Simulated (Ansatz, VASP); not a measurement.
Two plane-wave programs on ZrC

```
Zr C
1.0
     2.91471   -0.02397    0.01277
    -0.02397    2.93591    0.02841
     0.01277    0.02841    2.96540
Zr C
1 1
Direct
  0.02015 0.00736 0.93252
  0.47985 0.49264 0.56748
```

Change from the starting cell: all atoms moved at random (sigma 0.15 Å), cell strained at random (1 %).

Alike in both runs: task single point; functional r2SCAN; k mesh 12 × 12 × 12; occupations gaussian, width 0.05 eV; no spin polarisation.

|  | VASP | Ansatz |
| --- | --- | --- |
| version | VASP 6.6.1 | Ansatz 0.2.0 |
| potentials or method | VASP PAW PBE potentials, release 64 (Zr_sv, C), cutoff 660 eV | scalar-relativistic, plane waves, PAW |
| valence electrons in the cell | 16 | 16 |

|  | VASP | Ansatz | Ansatz less VASP |
| --- | --- | --- | --- |
| pressure (GPa) | 5.8 | 5.7 | -0.10 |
| traceless stress, the component that is largest in VASP (GPa) | -17.32 | -17.26 | +0.061 |
| rms of the force components (eV/Å) | 0.180 | 0.184 | +0.0035 |

VASP's potentials were made for PBE, not for r2SCAN. Atom by atom the forces differ by 0.007 eV/Å (rms over components).
